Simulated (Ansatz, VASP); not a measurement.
AlIn2B2As in VASP and in Ansatz

INCAR

```
SYSTEM = AlIn2B2As
PREC = Accurate
ENCUT = 600
EDIFF = 1E-6
ISMEAR = 0
SIGMA = 0.2
LREAL = .FALSE.
LASPH = .TRUE.
NELM = 60
ALGO = Normal
ISIF = 3
LWAVE = .FALSE.
LCHARG = .FALSE.
GGA = PE
IBRION = 2
NSW = 36
EDIFFG = -0.08
```

File KPOINTS:

```
Automatic mesh
0
G
  4 4 3
  0 0 0
```

File POSCAR:

```
AlIn2B2As
1.0
    4.0894934600      0.0000000000      0.0000000000
    0.0000000000      4.0894934600      0.0000000000
    0.0000000000      0.0000000000      6.8252792500
Al In B As
1 2 2 1
Direct
    0.0000000000      0.0000000000      0.0000000000
    0.5000000000      0.0000000000      0.3182089900
    0.0000000000      0.5000000000      0.6817910100
    0.5000000000      0.0000000000      0.8291289800
    0.0000000000      0.5000000000      0.1708710200
    0.5000000000      0.5000000000      0.0000000000
```

Input for Ansatz:

```yaml
crystal:
  lattice:
    - [4.08949346, 0.0, 0.0]
    - [0.0, 4.08949346, 0.0]
    - [0.0, 0.0, 6.82527925]
  atoms:
    - { symbol: Al, position: [0.0, 0.0, 0.0] }
    - { symbol: In, position: [0.5, 0.0, 0.31820899] }
    - { symbol: In, position: [0.0, 0.5, 0.68179101] }
    - { symbol: B, position: [0.5, 0.0, 0.82912898] }
    - { symbol: B, position: [0.0, 0.5, 0.17087102] }
    - { symbol: As, position: [0.5, 0.5, 0.0] }
basis:
  ecutwfc: 420
kpoints:
  mp_grid: { grid: [4, 4, 3] }
hamiltonian:
  xc: pbe
scf:
  occupations: { method: gaussian, width: 0.2 }
  lower_state_search: "off"
output:
  forces: true
  stress: true
  eigenvalues: true
relax:
  adjacent_minimum: "off"
  f_tol: 0.08
  max_steps: 16
  cell: { stress_tol: 0.8 }
```

Change from the starting cell: species swapped into the Nd2FeSi2Ru type (P-4m2, No. 115).

Alike in both runs: task relaxation of cell and atoms; functional PBE; k mesh 4 × 4 × 3; occupations gaussian, width 0.2 eV; no spin polarisation.

|  | VASP | Ansatz |
| --- | --- | --- |
| version | VASP 6.6.1 | Ansatz 0.2.0 |
| potentials or method | VASP PAW PBE potentials, release 64 (Al, In_d, B, As), cutoff 600 eV | scalar-relativistic, plane waves, PAW |
| valence electrons in the cell | 40 | 50 |

|  | VASP | Ansatz | Ansatz less VASP |
| --- | --- | --- | --- |
| gap on the k mesh at the Fermi level, each at its own relaxed structure (eV) | none | none | - |
| relaxed volume (Å³/atom) | 18.10 | 17.61 | -0.485 |
| relaxed cell length with the largest relative difference (Å) | 7.246 | 6.960 | -0.2854 |

A gap of «none» marks a metal or a gap that the smearing closes. VASP's potentials hold 40 valence electrons a cell and Ansatz's 50, so a difference there can come from the potentials and not from the codes.

The k mesh is coarse, so the values compare programs but aren't converged.
